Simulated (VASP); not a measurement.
# CrO2 (P4_2/mnm) in VASP: single point with PBEsol

Aim: the single point of CrO2 with PBEsol.

All numbers are computed with VASP 6.6.1; they aren't measurements. Logs are shortened: lines on timing, memory, paths and dates and some standing lists are left out, and cuts for length are marked.

**1. The cell of the first run**

It takes space group P4_2/mnm (No. 136, tetragonal). Conventional cell: a = 4.564 Å, b = 4.564 Å, c = 2.943 Å, α = 90.00°, β = 90.00°, γ = 90.00°. Within 2.6 Å of Cr (site symmetry mmm) lie 6 O at 1.93 to 1.98 Å. O (site symmetry m2m) has 3 Cr at 1.93 to 1.98 Å and 1 O at 2.49 Å within 2.6 Å.

**2. Single point, PBEsol, collinear spin, ferromagnetic start (10.21 Å³/atom)**

Input file INCAR:

```
PREC = Accurate
ENCUT = 520
EDIFF = 1E-6
ISMEAR = 0
SIGMA = 0.1
LREAL = False
LASPH = True
NELM = 150
ALGO = Normal
ISIF = 2
LWAVE = False
LCHARG = True
ISPIN = 2
MAGMOM = 1.87 1.87 0 0 0 0
LORBIT = 11
LMAXMIX = 4
GGA = PS
LELF = True
LVHAR = True
NBANDS = 37
```

Input file KPOINTS:

```
regular mesh
0
Gamma
  8 8 12
```

Input file POSCAR:

```
CrO2
1.0
    4.5635995562      0.0000000000      0.0000000000
    0.0000000000      4.5635995562      0.0000000000
    0.0000000000      0.0000000000      2.9425431929
Cr O
2 4
Direct
    0.0000000000      0.0000000000      0.0000000000
    0.5000000000      0.5000000000      0.5000000000
    0.3068303867      0.3068303867      0.0000000000
    0.1931696133      0.8068303867      0.5000000000
    0.6931696133      0.6931696133      0.0000000000
    0.8068303867      0.1931696133      0.5000000000
```

Potentials or basis: VASP PAW PBE potentials, release 64 (Cr_pv, O).

On the command line:

```sh
$ cat potpaw_PBE.64/Cr_pv/POTCAR potpaw_PBE.64/O/POTCAR > POTCAR
$ mpirun -np 1 vasp_std > vasp.out
```

OUTCAR:

```text
PREC = Accurate
   ENCUT = 520
   EDIFF = 1E-6
   ISMEAR = 0
   LREAL = False
   LASPH = True
   NELM = 150
   ISIF = 2
   ISPIN = 2
   LORBIT = 11
   GGA = PS

 ion  position               nearest neighbor table
   1  0.000  0.000  0.000-   4 1.93   6 1.93   4 1.93   6 1.93   5 1.98   3 1.98
   2  0.500  0.500  0.500-   3 1.93   5 1.93   3 1.93   5 1.93   4 1.98   6 1.98
   3  0.307  0.307  0.000-   2 1.93   2 1.93   1 1.98
   4  0.193  0.807  0.500-   1 1.93   1 1.93   2 1.98
   5  0.693  0.693  0.000-   2 1.93   2 1.93   1 1.98
   6  0.807  0.193  0.500-   1 1.93   1 1.93   2 1.98

  LATTYP: Found a simple tetragonal cell.
 ALAT       =     4.5635995562
 C/A-ratio  =     0.6447855814

  Lattice vectors:

 A1 = (   4.5635995562,   0.0000000000,   0.0000000000)
 A2 = (   0.0000000000,   4.5635995562,   0.0000000000)
 A3 = (   0.0000000000,   0.0000000000,   2.9425431929)

Analysis of symmetry for initial positions (statically):
=====================================================================
 Subroutine PRICEL returns:
 Original cell was already a primitive cell.

 Routine SETGRP: Setting up the symmetry group for a
 simple tetragonal supercell.

 Subroutine GETGRP returns: Found 16 space group operations
 (whereof  8 operations were pure point group operations)
 out of a pool of 16 trial point group operations.

The static configuration has the point symmetry D_2h.
 The point group associated with its full space group is D_4h.

Analysis of symmetry for dynamics (positions and initial velocities):
=====================================================================
 Subroutine PRICEL returns:
 Original cell was already a primitive cell.

 Routine SETGRP: Setting up the symmetry group for a
 simple tetragonal supercell.

 Subroutine GETGRP returns: Found 16 space group operations
 (whereof  8 operations were pure point group operations)
 out of a pool of 16 trial point group operations.

The dynamic configuration has the point symmetry D_2h.
 The point group associated with its full space group is D_4h.

Analysis of structural, dynamic, and magnetic symmetry:
=====================================================================
 Subroutine PRICEL returns:
 Original cell was already a primitive cell.

 Routine SETGRP: Setting up the symmetry group for a
 simple tetragonal supercell.

 Subroutine GETGRP returns: Found 16 space group operations
 (whereof  8 operations were pure point group operations)
 out of a pool of 16 trial point group operations.

The overall configuration has the point symmetry D_2h.
 The point group associated with its full space group is D_4h.

 Subroutine INISYM returns: Found 16 space group operations
 (whereof  8 operations are pure point group operations),
 and found     1 'primitive' translations

----------------------------------------------------------------------------------------

                                     Primitive cell

  volume of cell :      61.2827

  direct lattice vectors                    reciprocal lattice vectors
     4.563599556  0.000000000  0.000000000     0.219125273  0.000000000  0.000000000
     0.000000000  4.563599556  0.000000000     0.000000000  0.219125273  0.000000000
     0.000000000  0.000000000  2.942543193     0.000000000  0.000000000  0.339842080

  length of vectors
     4.563599556  4.563599556  2.942543193     0.219125273  0.219125273  0.339842080

  position of ions in fractional coordinates (direct lattice)
     0.000000000  0.000000000  0.000000000
     0.500000000  0.500000000  0.500000000
     0.306830387  0.306830387  0.000000000
     0.193169613  0.806830387  0.500000000
     0.693169613  0.693169613  0.000000000
     0.806830387  0.193169613  0.500000000

  ion indices of the primitive-cell ions
   primitive index   ion index
                 1           1
                 2           2
                 3           3
                 4           4
                 5           5
                 6           6

----------------------------------------------------------------------------------------

 KPOINTS: regular mesh

Automatic generation of k-mesh.
 Grid dimensions read from file:
 generate k-points for:    8    8   12

 Generating k-lattice:

  Cartesian coordinates                     Fractional coordinates (reciprocal lattice)
     0.027390659  0.000000000  0.000000000     0.125000000  0.000000000  0.000000000
     0.000000000  0.027390659  0.000000000     0.000000000  0.125000000  0.000000000
     0.000000000  0.000000000  0.028320173     0.000000000  0.000000000  0.083333333

  Length of vectors
     0.027390659  0.027390659  0.028320173

  Shift w.r.t. Gamma in fractional coordinates (k-lattice)
     0.000000000  0.000000000  0.000000000

 Subroutine IBZKPT returns following result:
 ===========================================

 Found    105 irreducible k-points:

 Following reciprocal coordinates:
            Coordinates               Weight
  0.000000  0.000000  0.000000      1.000000
  0.125000  0.000000  0.000000      4.000000
  0.250000  0.000000  0.000000      4.000000
  0.375000  0.000000  0.000000      4.000000
  0.500000  0.000000  0.000000      2.000000
  0.125000  0.125000  0.000000      4.000000
[... 16 lines left out ...]
  0.375000  0.125000  0.083333     16.000000
  0.500000  0.125000  0.083333      8.000000
 [... further k-points ...]
   k-points           NKPTS =    105   k-points in BZ     NKDIM =    105   number of bands    NBANDS=     37
   number of dos      NEDOS =    301   number of ions     NIONS =      6
   total plane-waves  NPLWV =  31104
   dimension x,y,z NGX =    36 NGY =   36 NGZ =   24
   dimension x,y,z NGXF=    72 NGYF=   72 NGZF=   48
   ions per type =               2   4
   NGX,Y,Z   is equivalent  to a cutoff of  13.11, 13.11, 13.56 a.u.
   NGXF,Y,Z  is equivalent  to a cutoff of  26.23, 26.23, 27.12 a.u.
 SYSTEM =  unknown system
   PREC   = accura    normal or accurate (medium, high low for compatibility)
   ISTART =      0    job   : 0-new  1-cont  2-samecut
   ICHARG =      2    charge: 1-file 2-atom 10-const
   ISPIN  =      2    spin polarized calculation?
   LNONCOLLINEAR =      F non collinear calculations
   LSORBIT =      F    spin-orbit coupling
   LASPH  =      T    aspherical Exc in radial PAW
   ENCUT  =  520.0 eV  38.22 Ry    6.18 a.u.   8.49  8.49  5.47*2*pi/ulx,y,z
   NELM   =    150;   NELMIN=  2; NELMDL= -5     # of ELM steps
   EDIFF  = 0.1E-05   stopping-criterion for ELM
   LREAL  =      F    real-space projection
   EDIFFG = 0.1E-04   stopping-criterion for IOM
   NSW    =      0    number of steps for IOM
   IBRION =     -1    ionic relax: 0-MD 1-quasi-New 2-CG
   NFREE  =      0    steps in history (QN), initial steepest desc. (CG)
   ISIF   =      2    stress and relaxation
   ISYM   =      2    0-nonsym 1-usesym 2-fastsym
   POTIM  = 0.5000    time-step for ionic-motion
   TEBEG  =    0.0;   TEEND  =   0.0 temperature during run
   PSTRESS=    0.0 pullay stress
   NELECT =      48.0000    total number of electrons
   NUPDOWN=      -1.0000    fix difference up-down
   EMIN   =  10.00;   EMAX   =-10.00  energy-range for DOS
   EFERMI =   0.00;   METHOD = LEGACY
   ISMEAR =     0;   SIGMA  =   0.10  broadening in eV -4-tet -1-fermi 0-gaus
   EFERMI_NEDOS =   21; number of points for ismear=-14 and -15
   IALGO  =     38    algorithm
   IMIX   =      4    mixing-type and parameters
     AMIX     =   0.40;   BMIX     =  1.00
     AMIX_MAG =   1.60;   BMIX_MAG =  1.00
  volume/ion in A,a.u.               =      10.21        68.93
  Fermi-wavevector in a.u.,A,eV,Ry     =   1.509070  2.851728 30.984427  2.277291
  Thomas-Fermi vector in A             =   2.619440
   LORBIT       =     11    0 simple, 1 ext, 2 COOP (PROOUT), +10 PAW based schemes
   GGA     = PS    functional components
   LHFCALC =     F    Hartree Fock is set to
   AEXX    =    0.0000 exact exchange contribution
   IVDW    =     0    specifies the selected vdW correction
   LEPSILON=     F    determine dielectric tensor
   LRPA    =     F    only Hartree local field effects (RPA)
 spin polarized calculation
 Gauss-broadening in eV      SIGMA  =   0.10
  energy-cutoff  :      520.00
  volume of cell :       61.28
 maximum number of plane-waves:      1669
 NGX is ok and might be reduce to    36
   NGX = 17   NGY = 17   NGZ = 11

 number of electron      47.9999992 magnetization       3.9998448

 Free energy of the ion-electron system (eV)
  ---------------------------------------------------
  ext. energy  EPLUGINS =         0.00000000
  ---------------------------------------------------
  free energy    TOTEN  =       -52.70176657 eV

  energy without entropy =      -52.69421077  energy(sigma->0) =      -52.69798867

 E-fermi :   4.6492     XC(G=0): -11.7770

 val. band max:        4.6404562895   @ k =   0.1250   0.1250   0.1667
 cond. band min:       4.6639068797   @ k =   0.1250   0.1250   0.4167
 fundamental gap:      0.0234505902
 Fermi energy:         4.6492057829

 spin component 1

 k-point     1 :       0.0000    0.0000    0.0000
  band No.  band energies     occupation
      1     -40.0894      1.00000
      2     -40.0894      1.00000
      3     -39.9656      1.00000
      4     -39.9656      1.00000
      5     -39.8934      1.00000
      6     -39.8839      1.00000
[... 28 lines left out ...]
     35      11.4623      0.00000
     36      15.1163      0.00000

 k-point     2 :       0.1250    0.0000    0.0000
  band No.  band energies     occupation
      1     -40.0890      1.00000
      2     -40.0890      1.00000
      3     -39.9660      1.00000
      4     -39.9660      1.00000
      5     -39.8930      1.00000
      6     -39.8843      1.00000
[... 28 lines left out ...]
     35      11.6775      0.00000
     36      15.0862      0.00000
[... 817 lines left out ...]
     35      13.3704      0.00000
     36      14.7960      0.00000

 k-point    24 :       0.5000    0.1250    0.0833
  band No.  band energies     occupation
      1     -40.0870      1.00000
      2     -40.0870      1.00000
      3     -39.9662      1.00000
      4     -39.9662      1.00000
      5     -39.8984      1.00000
      6     -39.8984      1.00000
[... 28 lines left out ...]
     35      14.1324      0.00000
     36      14.1324      0.00000

 [... further k-points ...]

 spin component 2

 k-point     1 :       0.0000    0.0000    0.0000
  band No.  band energies     occupation
      1     -38.0079      1.00000
      2     -38.0079      1.00000
      3     -37.7013      1.00000
      4     -37.7013      1.00000
      5     -37.5497      1.00000
      6     -37.5383      1.00000
[... 28 lines left out ...]
     35      12.5545      0.00000
     36      15.5194      0.00000

 k-point     2 :       0.1250    0.0000    0.0000
  band No.  band energies     occupation
      1     -38.0077      1.00000
      2     -38.0077      1.00000
      3     -37.7016      1.00000
      4     -37.7016      1.00000
      5     -37.5492      1.00000
      6     -37.5388      1.00000
[... 28 lines left out ...]
     35      12.5577      0.00000
     36      15.4630      0.00000
[... 817 lines left out ...]
     35      13.5825      0.00000
     36      15.0242      0.00000

 k-point    24 :       0.5000    0.1250    0.0833
  band No.  band energies     occupation
      1     -38.0063      1.00000
      2     -38.0063      1.00000
      3     -37.7008      1.00000
      4     -37.7008      1.00000
      5     -37.5553      1.00000
      6     -37.5553      1.00000
[... 28 lines left out ...]
     35      14.3344      0.00000
     36      14.3344      0.00000

 [... further k-points ...]

 [bands above 36 left out]

------------------------ aborting loop because EDIFF is reached ----------------------------------------

  FORCE on cell =-STRESS in cart. coord.  units (eV):
  Direction    XX          YY          ZZ          XY          YZ          ZX
  --------------------------------------------------------------------------------------
  -------------------------------------------------------------------------------------
  Total       -7.1254185     -7.1254185     -7.0610153      0.0000000      0.0000000      0.0000000
  in kB     -186.2872171   -186.2872171   -184.6034569      0.0000000      0.0000000      0.0000000
  external PRESSURE =    -185.7259637 kB  Pullay stress =       0.0000000 kB

 VOLUME and BASIS-vectors are now :
 -----------------------------------------------------------------------------
  energy-cutoff  :      520.00
  volume of cell :       61.28
      direct lattice vectors                 reciprocal lattice vectors
     4.563599556  0.000000000  0.000000000     0.219125273  0.000000000  0.000000000
     0.000000000  4.563599556  0.000000000     0.000000000  0.219125273  0.000000000
     0.000000000  0.000000000  2.942543193     0.000000000  0.000000000  0.339842080

 POSITION                                       TOTAL-FORCE (eV/Angst)
 -----------------------------------------------------------------------------------
      0.00000      0.00000      0.00000        -0.000000      0.000000      0.000000
      2.28180      2.28180      1.47127        -0.000000      0.000000      0.000000
      1.40025      1.40025      0.00000        -0.015544     -0.015544      0.000000
      0.88155      3.68205      1.47127         0.015544     -0.015544      0.000000
      3.16335      3.16335      0.00000         0.015544      0.015544      0.000000
      3.68205      0.88155      1.47127        -0.015544      0.015544      0.000000
 -----------------------------------------------------------------------------------
    total drift:                                0.000000      0.000000     -0.000000

  FREE ENERGIE OF THE ION-ELECTRON SYSTEM (eV)
  ---------------------------------------------------
  free  energy   TOTEN  =       -52.7017665724 eV

  energy  without entropy=      -52.6942107742  energy(sigma->0) =      -52.69798867

 total charge

# of ion       s       p       d       tot
------------------------------------------
    1        0.337   6.416   3.964  10.716
    2        0.337   6.416   3.964  10.716
    3        1.564   3.406   0.000   4.970
    4        1.564   3.406   0.000   4.970
    5        1.564   3.406   0.000   4.970
    6        1.564   3.406   0.000   4.970
--------------------------------------------------
tot          6.931  26.454   7.928  41.313

 magnetization (x)

# of ion       s       p       d       tot
------------------------------------------
    1        0.021   0.029   2.086   2.136
    2        0.021   0.029   2.086   2.136
    3       -0.003  -0.094   0.000  -0.097
    4       -0.003  -0.094   0.000  -0.097
    5       -0.003  -0.094   0.000  -0.097
    6       -0.003  -0.094   0.000  -0.097
--------------------------------------------------
tot          0.029  -0.316   4.172   3.885
```

Wall time 8.5 min (1 thread of Intel Xeon 8259CL, shared host); peak memory 0.39 GiB.

What came out:

| Property | Result |
| --- | --- |
| Free energy | -52.7018 eV |
| Pressure | -18.6 GPa |
| Largest force | 0.022 eV/Å |
| Band gap on the k mesh | zero (filled and empty bands overlap) |
| Net moment | 4.00 μB per cell |
| Site moments | Cr +2.14; O -0.10 μB |
| Valence electrons inside the program's atomic spheres | Cr 10.72; O 4.97 |

Forces on the atoms (eV/Å):
```
Cr   0.000  0.000  0.000
Cr   0.000  0.000  0.000
O   -0.016 -0.016  0.000
O    0.016 -0.016  0.000
O    0.016  0.016  0.000
O   -0.016  0.016  0.000
```

Stress tensor (GPa, compression positive):
```
-18.63   0.00   0.00
  0.00 -18.63   0.00
  0.00   0.00 -18.46
```

Caveat: the cell stands under tension; the PAW data sets were made with another functional, which shifts forces and pressure a little; semilocal functionals often make such compounds metallic where correlation or magnetic order opens a gap, which also shifts bond lengths; the run started ferromagnetic, and an antiferromagnetic order may lie lower in energy.

The gap in the log of VASP goes by the Fermi energy; the results here count the filled bands.